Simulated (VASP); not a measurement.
# AlN (Cm) in VASP: notebook

The runs below take AlN through single point, with PBEsol.

All numbers are computed with VASP 6.6.1; they aren't measurements. Logs are shortened: lines on timing, memory, paths and dates and some standing lists are left out, and cuts for length are marked.

## 1. The cell of the first run

Symmetry: Cm, No. 8, monoclinic system. The conventional cell has a = 4.954 Å, b = 2.860 Å, c = 14.037 Å, α = 90.00°, β = 93.37°, γ = 90.00°. Within 2.7 Å of Al (site symmetry m) lie 6 N at 2.02 Å. Within 2.7 Å of Al (site symmetry m) lie 6 N at 2.02 Å and 1 Al at 2.48 Å. Within 2.7 Å of Al (site symmetry m) lie 6 N at 2.02 Å. Al (site symmetry m) has 6 N at 2.02 Å within 2.7 Å. Within 2.7 Å of Al (site symmetry m) lie 6 N at 2.02 Å. Within 2.5 Å of Al (site symmetry m) lie 5 N at 1.85 to 2.02 Å and 1 Al at 2.48 Å. Within 2.7 Å of N (site symmetry m) lie 6 Al at 2.02 Å. N (site symmetry m) has 6 Al at 2.02 Å within 2.7 Å.

## 2. Single point, PBEsol (the part above a cut slid along it)

The input, INCAR:

```
SYSTEM = AlN
PREC = Accurate
ENCUT = 520
EDIFF = 1E-7
ISMEAR = 0
SIGMA = 0.05
LREAL = .FALSE.
LASPH = .TRUE.
NELM = 80
ALGO = Normal
ISIF = 2
LWAVE = .FALSE.
LCHARG = .FALSE.
GGA = PS
NBANDS = 36
ISYM = 0
```

The input, KPOINTS:

```
regular mesh
0
G
  9 9 2
  0 0 0
```

The input, POSCAR:

```
AlN
1.0
    2.0226209166     -2.0226209166      0.0000000000
    2.0226209166      0.0000000000     -2.0226209166
    9.7760010969      7.7533801803      6.7420697220
Al N
6 6
Direct
    0.6180555556      0.4722222222      0.2916666667
   -0.0208333333     -0.0833333333      0.1250000000
    0.2569444444      0.0277777778      0.4583333333
    0.5347222222      0.1388888889      0.7916666667
    0.8958333333      0.5833333333      0.6250000000
    0.1736111111     -0.3055555556      0.9583333333
    0.9375000000     -0.2500000000      0.3750000000
    0.2986111111      0.1944444444      0.2083333333
    0.5763888889      0.3055555556      0.5416666667
    0.8541666667      0.4166666667      0.8750000000
    0.2152777778     -0.1388888889      0.7083333333
    0.6597222222      0.6388888889      0.0416666667
```

Potentials or basis: VASP PAW PBE potentials, release 64 (Al, N).

The run is started by

```console
$ cat potpaw_PBE.64/Al/POTCAR potpaw_PBE.64/N/POTCAR > POTCAR
$ mpirun -np 1 vasp_std > vasp.out
```

OUTCAR:

```text
SYSTEM = AlN
   PREC = Accurate
   ENCUT = 520
   EDIFF = 1E-7
   ISMEAR = 0
   LREAL = .FALSE.
   LASPH = .TRUE.
   NELM = 80
   ISIF = 2
   GGA = PS
   ISYM = 0

 ion  position               nearest neighbor table
   1  0.618  0.472  0.292-   7 2.02   7 2.02   7 2.02   8 2.02   8 2.02   8 2.02   3 2.86   3 2.86
                             3 2.86   2 2.86   2 2.86   2 2.86
   2  0.979  0.917  0.125-   8 2.02  12 2.02  12 2.02   8 2.02  12 2.02   8 2.02   6 2.48   1 2.86
                             1 2.86   1 2.86   6 3.20   6 3.20
   3  0.257  0.028  0.458-   7 2.02   7 2.02   7 2.02   9 2.02   9 2.02   9 2.02   1 2.86   1 2.86
                             1 2.86   5 2.86   5 2.86   5 2.86
   4  0.535  0.139  0.792-  10 2.02  10 2.02  10 2.02  11 2.02  11 2.02  11 2.02   6 2.86   6 2.86
                             6 2.86   5 2.86   5 2.86   5 2.86
   5  0.896  0.583  0.625-   9 2.02  11 2.02  11 2.02   9 2.02  11 2.02   9 2.02   4 2.86   3 2.86
                             3 2.86   3 2.86   4 2.86   4 2.86
   6  0.174  0.694  0.958-  12 1.85  12 1.85  10 2.02  10 2.02  10 2.02   2 2.48   4 2.86   4 2.86
                             4 2.86   2 3.20   2 3.20
   7  0.938  0.750  0.375-   1 2.02   3 2.02   1 2.02   3 2.02   1 2.02   3 2.02
   8  0.299  0.194  0.208-   2 2.02   2 2.02   2 2.02   1 2.02   1 2.02   1 2.02
   9  0.576  0.306  0.542-   5 2.02   5 2.02   5 2.02   3 2.02   3 2.02   3 2.02
  10  0.854  0.417  0.875-   6 2.02   4 2.02   4 2.02   6 2.02   4 2.02   6 2.02
  11  0.215  0.861  0.708-   5 2.02   5 2.02   5 2.02   4 2.02   4 2.02   4 2.02
  12  0.660  0.639  0.042-   6 1.85   6 1.85   2 2.02   2 2.02   2 2.02

IMPORTANT INFORMATION: All symmetrisations will be switched off!
NOSYMM: (Re-)initialisation of all symmetry stuff for point group C_1.

----------------------------------------------------------------------------------------

                                     Primitive cell

  volume of cell :      99.2944

  direct lattice vectors                    reciprocal lattice vectors
     2.022620917 -2.022620917  0.000000000     0.157935895 -0.336472124  0.157935895
     2.022620917  0.000000000 -2.022620917     0.137335561  0.137335561 -0.357072458
     9.776001097  7.753380180  6.742069722     0.041200668  0.041200668  0.041200668

  length of vectors
     2.860417932  2.860417932 14.182404796     0.403857628  0.406476140  0.071361651

  position of ions in fractional coordinates (direct lattice)
     0.618055556  0.472222222  0.291666667
     0.979166667  0.916666667  0.125000000
     0.256944444  0.027777778  0.458333333
     0.534722222  0.138888889  0.791666667
     0.895833333  0.583333333  0.625000000
     0.173611111  0.694444444  0.958333333
     0.937500000  0.750000000  0.375000000
     0.298611111  0.194444444  0.208333333
     0.576388889  0.305555556  0.541666667
     0.854166667  0.416666667  0.875000000
     0.215277778  0.861111111  0.708333333
     0.659722222  0.638888889  0.041666667

  ion indices of the primitive-cell ions
   primitive index   ion index
                 1           1
                 2           2
                 3           3
                 4           4
                 5           5
                 6           6
                 7           7
                 8           8
                 9           9
                10          10
                11          11
                12          12

----------------------------------------------------------------------------------------

 KPOINTS: regular mesh

Automatic generation of k-mesh.
 Grid dimensions read from file:
 generate k-points for:    9    9    2

 Generating k-lattice:

  Cartesian coordinates                     Fractional coordinates (reciprocal lattice)
     0.017548433 -0.037385792  0.017548433     0.111111111  0.000000000  0.000000000
     0.015259507  0.015259507 -0.039674718     0.000000000  0.111111111 -0.000000000
     0.020600334  0.020600334  0.020600334     0.000000000  0.000000000  0.500000000

  Length of vectors
     0.044873070  0.045164016  0.035680825

  Shift w.r.t. Gamma in fractional coordinates (k-lattice)
     0.000000000  0.000000000  0.000000000

 -----------------------------------------------------------------------------
|                                                                             |
|           W    W    AA    RRRRR   N    N  II  N    N   GGGG   !!!           |
|           W    W   A  A   R    R  NN   N  II  NN   N  G    G  !!!           |
|           W    W  A    A  R    R  N N  N  II  N N  N  G       !!!           |
|           W WW W  AAAAAA  RRRRR   N  N N  II  N  N N  G  GGG   !            |
|           WW  WW  A    A  R   R   N   NN  II  N   NN  G    G                |
|           W    W  A    A  R    R  N    N  II  N    N   GGGG   !!!           |
|                                                                             |
|     Your reciprocal lattice and k-lattice belong to different lattice       |
|     classes:                                                                |
|                                                                             |
|        The reciprocal lattice is base-centered monoclinic,                  |
|        whereas your k-lattice is triclinic.                                 |
|                                                                             |
|     Results are often still useful ...                                      |
|                                                                             |
 -----------------------------------------------------------------------------

 WARNING: IBZKPT: internal override: KBLOWUP is changed to .FALSE.
      ... skipping the blow-up phase ...

 Subroutine IBZKPT returns following result:
 ===========================================

 Found     82 irreducible k-points:

 Following reciprocal coordinates:
            Coordinates               Weight
  0.000000  0.000000  0.000000      1.000000
  0.111111  0.000000  0.000000      2.000000
  0.222222  0.000000 -0.000000      2.000000
  0.333333  0.000000  0.000000      2.000000
  0.444444  0.000000 -0.000000      2.000000
  0.000000  0.111111  0.000000      2.000000
[... 16 lines left out ...]
 -0.111111  0.222222  0.000000      2.000000
  0.000000  0.333333  0.000000      2.000000
 [... further k-points ...]
   k-points           NKPTS =     82   k-points in BZ     NKDIM =     82   number of bands    NBANDS=     36
   number of dos      NEDOS =    301   number of ions     NIONS =     12
   total plane-waves  NPLWV =  62208
   dimension x,y,z NGX =    24 NGY =   24 NGZ =  108
   dimension x,y,z NGXF=    48 NGYF=   48 NGZF=  216
   ions per type =               6   6
   NGX,Y,Z   is equivalent  to a cutoff of  13.95, 13.95, 12.66 a.u.
   NGXF,Y,Z  is equivalent  to a cutoff of  27.90, 27.90, 25.32 a.u.
 SYSTEM =  AlN
   PREC   = accura    normal or accurate (medium, high low for compatibility)
   ISTART =      0    job   : 0-new  1-cont  2-samecut
   ICHARG =      2    charge: 1-file 2-atom 10-const
   ISPIN  =      1    spin polarized calculation?
   LNONCOLLINEAR =      F non collinear calculations
   LSORBIT =      F    spin-orbit coupling
   LASPH  =      T    aspherical Exc in radial PAW
   ENCUT  =  520.0 eV  38.22 Ry    6.18 a.u.   5.32  5.32 26.37*2*pi/ulx,y,z
   NELM   =     80;   NELMIN=  2; NELMDL= -5     # of ELM steps
   EDIFF  = 0.1E-06   stopping-criterion for ELM
   LREAL  =      F    real-space projection
   EDIFFG = 0.1E-05   stopping-criterion for IOM
   NSW    =      0    number of steps for IOM
   IBRION =     -1    ionic relax: 0-MD 1-quasi-New 2-CG
   NFREE  =      0    steps in history (QN), initial steepest desc. (CG)
   ISIF   =      2    stress and relaxation
   ISYM   =      0    0-nonsym 1-usesym 2-fastsym
   POTIM  = 0.5000    time-step for ionic-motion
   TEBEG  =    0.0;   TEEND  =   0.0 temperature during run
   PSTRESS=    0.0 pullay stress
   NELECT =      48.0000    total number of electrons
   NUPDOWN=      -1.0000    fix difference up-down
   EMIN   =  10.00;   EMAX   =-10.00  energy-range for DOS
   EFERMI =   0.00;   METHOD = LEGACY
   ISMEAR =     0;   SIGMA  =   0.05  broadening in eV -4-tet -1-fermi 0-gaus
   EFERMI_NEDOS =   21; number of points for ismear=-14 and -15
   IALGO  =     38    algorithm
   IMIX   =      4    mixing-type and parameters
     AMIX     =   0.40;   BMIX     =  1.00
     AMIX_MAG =   1.60;   BMIX_MAG =  1.00
  volume/ion in A,a.u.               =       8.27        55.84
  Fermi-wavevector in a.u.,A,eV,Ry     =   1.284834  2.427984 22.460474  1.650798
  Thomas-Fermi vector in A             =   2.417004
   LORBIT       =      0    0 simple, 1 ext, 2 COOP (PROOUT), +10 PAW based schemes
   GGA     = PS    functional components
   LHFCALC =     F    Hartree Fock is set to
   AEXX    =    0.0000 exact exchange contribution
   IVDW    =     0    specifies the selected vdW correction
   LEPSILON=     F    determine dielectric tensor
   LRPA    =     F    only Hartree local field effects (RPA)
 non-spin polarized calculation
 Gauss-broadening in eV      SIGMA  =   0.05
  energy-cutoff  :      520.00
  volume of cell :       99.29
 maximum number of plane-waves:      2711
 NGX is ok and might be reduce to    24
   NGX = 11   NGY = 11   NGZ = 53

 number of electron      47.9999996 magnetization

 Free energy of the ion-electron system (eV)
  ---------------------------------------------------
  ext. energy  EPLUGINS =         0.00000000
  ---------------------------------------------------
  free energy    TOTEN  =       -91.67003730 eV

  energy without entropy =      -91.67003730  energy(sigma->0) =      -91.67003730

 E-fermi :  10.4879     XC(G=0): -12.4352

 val. band max:       10.1913934256   @ k =   0.0000   0.0000   0.0000
 cond. band min:      14.1626486170   @ k =   0.4444   0.0000  -0.0000
 fundamental gap:      3.9712551914
 Fermi energy:        10.4878770885

 k-point     1 :       0.0000    0.0000    0.0000
  band No.  band energies     occupation
      1      -7.6985      2.00000
      2      -7.1494      2.00000
      3      -7.0841      2.00000
      4      -5.6075      2.00000
      5      -5.5957      2.00000
      6      -4.3758      2.00000
[... 28 lines left out ...]
     35      21.0428      0.00000
     36      21.1869      0.00000

 k-point     2 :       0.1111    0.0000    0.0000
  band No.  band energies     occupation
      1      -7.4737      2.00000
      2      -6.9398      2.00000
      3      -6.8594      2.00000
      4      -5.4507      2.00000
      5      -5.3780      2.00000
      6      -4.2301      2.00000
[... 28 lines left out ...]
     35      20.2957      0.00000
     36      20.6924      0.00000

 k-point     3 :       0.2222    0.0000   -0.0000
  band No.  band energies     occupation
      1      -6.8228      2.00000
      2      -6.3326      2.00000
      3      -6.2143      2.00000
      4      -4.9653      2.00000
      5      -4.8145      2.00000
      6      -3.8415      2.00000
[... 28 lines left out ...]
     35      20.0381      0.00000
     36      20.1530      0.00000
[... 742 lines left out ...]
 k-point    23 :      -0.1111    0.2222    0.0000
  band No.  band energies     occupation
      1      -6.2092      2.00000
      2      -5.8111      2.00000
      3      -5.5692      2.00000
      4      -4.6113      2.00000
      5      -4.2736      2.00000
      6      -3.5662      2.00000
[... 28 lines left out ...]
     35      19.7024      0.00000
     36      19.9509      0.00000

 k-point    24 :       0.0000    0.3333    0.0000
  band No.  band energies     occupation
      1      -5.8217      2.00000
      2      -5.5263      2.00000
      3      -5.1239      2.00000
      4      -4.4911      2.00000
      5      -3.9221      2.00000
      6      -3.4885      2.00000
[... 28 lines left out ...]
     35      20.0305      0.00000
     36      20.8797      0.00000

 [... further k-points ...]

------------------------ aborting loop because EDIFF is reached ----------------------------------------

  FORCE on cell =-STRESS in cart. coord.  units (eV):
  Direction    XX          YY          ZZ          XY          YZ          ZX
  --------------------------------------------------------------------------------------
  -------------------------------------------------------------------------------------
  Total        3.9765105      3.9762176     -0.2081014      5.1622848     -0.0294640     -0.0293898
  in kB       64.1634917     64.1587657     -3.3578464     83.2967029     -0.4754208     -0.4742225
  external PRESSURE =      41.6548036 kB  Pullay stress =       0.0000000 kB

 VOLUME and BASIS-vectors are now :
 -----------------------------------------------------------------------------
  energy-cutoff  :      520.00
  volume of cell :       99.29
      direct lattice vectors                 reciprocal lattice vectors
     2.022620917 -2.022620917  0.000000000     0.157935895 -0.336472124  0.157935895
     2.022620917  0.000000000 -2.022620917     0.137335561  0.137335561 -0.357072458
     9.776001097  7.753380180  6.742069722     0.041200668  0.041200668  0.041200668

 POSITION                                       TOTAL-FORCE (eV/Angst)
 -----------------------------------------------------------------------------------
      5.05655      1.01131      1.01131        -0.029867     -0.029867     -0.034653
      5.05655     -1.01131     -1.01131         0.684376      0.684376      0.058372
      5.05655      3.03393      3.03393        -0.028027     -0.028027     -0.028255
      9.10179      5.05655      5.05655        -0.125237     -0.125237     -0.099886
      9.10179      3.03393      3.03393        -0.029243     -0.029243     -0.024902
     11.12442      7.07917      5.05655        -1.635142     -1.635144     -0.963292
      7.07917      1.01131      1.01131         0.031903      0.031903      0.020706
      3.03393      1.01131      1.01131         0.066258      0.066240     -0.075987
      7.07917      3.03393      3.03393         0.025283      0.025299      0.033246
     11.12442      5.05655      5.05655        -0.793968     -0.793962      0.433453
      9.10179      5.05655      3.03393        -0.010827     -0.010844      0.077212
      3.03393     -1.01131     -1.01131         1.844492      1.844507      0.603984
 -----------------------------------------------------------------------------------
    total drift:                                0.000084      0.000087      0.000126

  FREE ENERGIE OF THE ION-ELECTRON SYSTEM (eV)
  ---------------------------------------------------
  free  energy   TOTEN  =       -91.6700373024 eV

  energy  without entropy=      -91.6700373024  energy(sigma->0) =      -91.67003730
```

Wall time 3.8 min (1 thread of Intel Xeon 6975P-C (Granite Rapids), shared host); peak memory 0.36 GiB.

What came out:

| Quantity | Value |
| --- | --- |
| Free energy | -91.6700 eV |
| Pressure | 4.2 GPa |
| Largest force | 2.678 eV/Å |
| Band gap on the k mesh | 3.97 eV (least direct gap 4.80 eV) |

Forces in eV/Å, atoms in the order of the input:
```
Al  -0.030 -0.030 -0.035
Al   0.684  0.684  0.058
Al  -0.028 -0.028 -0.028
Al  -0.125 -0.125 -0.100
Al  -0.029 -0.029 -0.025
Al  -1.635 -1.635 -0.963
N    0.032  0.032  0.021
N    0.066  0.066 -0.076
N    0.025  0.025  0.033
N   -0.794 -0.794  0.433
N   -0.011 -0.011  0.077
N    1.844  1.845  0.604
```

Stress tensor (GPa, compression positive):
```
 6.42  8.33 -0.05
 8.33  6.42 -0.05
-0.05 -0.05 -0.34
```

Levels at points of the mesh, in eV from the valence-band top:
```
           k point  band 20  band 21  band 22  band 23  band 24  band 25  band 26  band 27  band 28  band 29
(0.00, 0.00, 0.00)    -0.60    -0.45    -0.39    -0.30     0.00     4.80     5.78     5.83     6.19     6.28
(0.00, 0.00, 0.50)    -0.70    -0.63    -0.41    -0.38    -0.06     4.93     5.80     5.83     5.97     6.31
```

Caveat: the cell differs from its parent crystal (the part above a cut slid along it); the stress differs along the axes, from -0 to 6 GPa; the PAW data sets were made with another functional, which shifts forces and pressure a little. A k mesh can miss the band edges.

(Continued in part 2 of 2.)
